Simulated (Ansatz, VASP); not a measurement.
## TaN: VASP beside Ansatz

```
CELL_PARAMETERS angstrom
5.15020 0.00000 0.00000
-2.57510 4.46020 0.00000
0.00000 0.00000 2.88848
ATOMIC_POSITIONS crystal
Ta 0.00000 0.00000 0.00000
Ta 0.33333 0.66667 0.50000
Ta 0.66667 0.33333 0.50000
N 0.50000 0.00000 0.00000
N 0.50000 0.50000 0.00000
N 0.00000 0.50000 0.00000
```

Change from the starting cell: volume scaled by 0.98, PAW files.

Alike in both runs: task electric field gradients; functional LDA; k mesh 5 × 5 × 8; occupations fermi-dirac, width 0.03 eV; no spin polarisation.

```csv
,VASP,Ansatz
version,VASP 6.6.1,Ansatz 0.2.0
potentials or method,"VASP PAW LDA potentials, release 64 (Ta_sv_GW, N)","PAW with Ansatz's default frozen-core files, scalar-relativistic"
plane-wave cutoff (eV),520,420
valence electrons in the cell,54,54
```

VASP gave:

| Property | Result |
| --- | --- |
| size of Vzz on the site where it differs most (V/Å²) | 412.7 |

Question: Which values does Ansatz return?

Answer: Size of Vzz on the site where it differs most (V/Å²): 459.5.

LDA's correlation is that of Perdew and Zunger in VASP and of Perdew and Wang (1992) in Ansatz.

Spin-orbit coupling is off throughout.
